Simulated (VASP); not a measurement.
Here is a VASP 6.6.1 calculation.

Contents of INCAR:

```
PREC = Accurate ; ENCUT = 600
EDIFF = 1E-8 ; ISMEAR = -1
SIGMA = 0.05 ; LREAL = F
LASPH = T ; NELM = 80
ALGO = Normal ; ISIF = 3
LWAVE = F ; LCHARG = F
GGA = CA ; NBANDS = 14
IBRION = 6 ; NFREE = 2
POTIM = 0.015 ; NSW = 1
```

File KPOINTS:

```
regular mesh
0
Gamma
  16 16 16
```

Contents of POSCAR:

```
AlNi
1.0
    2.8325749635      0.0000000000      0.0000000000
    0.0000000000      2.8325749635      0.0000000000
    0.0000000000      0.0000000000      2.8325749635
Al Ni
1 1
Direct
    0.0000000000      0.0000000000      0.0000000000
    0.5000000000      0.5000000000      0.5000000000
```

Potentials or basis: VASP PAW LDA potentials, release 64 (Al, Ni).

Run with:

```console
$ cat potpaw_LDA.64/Al/POTCAR potpaw_LDA.64/Ni/POTCAR > POTCAR
$ mpirun -np 1 vasp_std > vasp.out
```

Q: Estimate the elastic constants C11, C12, C44.

A: 253, 152, 131 GPa.

Q: What does it give for the Voigt bulk modulus?

A: 186 GPa.

Q: Estimate the highest phonon frequency at Γ.

A: 309 cm⁻¹.

Clamped-ion elastic tensor (GPa):
```
253 152 152   0   0   0
152 253 152   0   0   0
152 152 253   0   0   0
  0   0   0 131   0   0
  0   0   0   0 131   0
  0   0   0   0   0 131
```

Spin polarisation is off, so any magnetic state and its effect on volume and gap are missing.
